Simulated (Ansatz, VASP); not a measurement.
# KMgH3 in VASP and in Ansatz

```xyz
5
Lattice="4.0250 0.0000 0.0000 0.0000 4.0250 -0.0403 0.0000 -0.0403 4.0250" Properties=species:S:1:pos:R:3 pbc="T T T"
K     0.0000    0.0000    0.0000
Mg    2.0125    1.9924    1.9924
H     0.0000    1.9924    1.9924
H     2.0125   -0.0201    2.0125
H     2.0125    2.0125   -0.0201
```

Change from the starting cell: strain -0.0200 x Voigt [0, 0, 0, 1, 0, 0], atoms carried along.

Alike in both runs: task single point; functional LDA; k mesh 8 × 8 × 8; occupations gaussian, width 0.05 eV; no spin polarisation.

|  | VASP | Ansatz |
| --- | --- | --- |
| version | VASP 6.6.1 | Ansatz 0.2.0 |
| potentials or method | VASP PAW LDA potentials, release 64 (K_sv, Mg, H), cutoff 520 eV | scalar-relativistic, plane waves, PAW |
| valence electrons in the cell | 14 | 22 |

```csv
,VASP,Ansatz,Ansatz less VASP
gap on the k mesh at the Fermi level (eV),2.05,2.05,+0.003
least direct gap on the mesh (eV),4.15,4.15,-0.002
pressure (GPa),-3.2,-2.9,+0.26
"traceless stress, the component that is largest in VASP (GPa)",0.72,0.71,-0.010
```

LDA's correlation is that of Perdew and Zunger in VASP and of Perdew and Wang (1992) in Ansatz. VASP's potentials hold 14 valence electrons a cell and Ansatz's 22, so a difference there can come from the potentials and not from the codes.
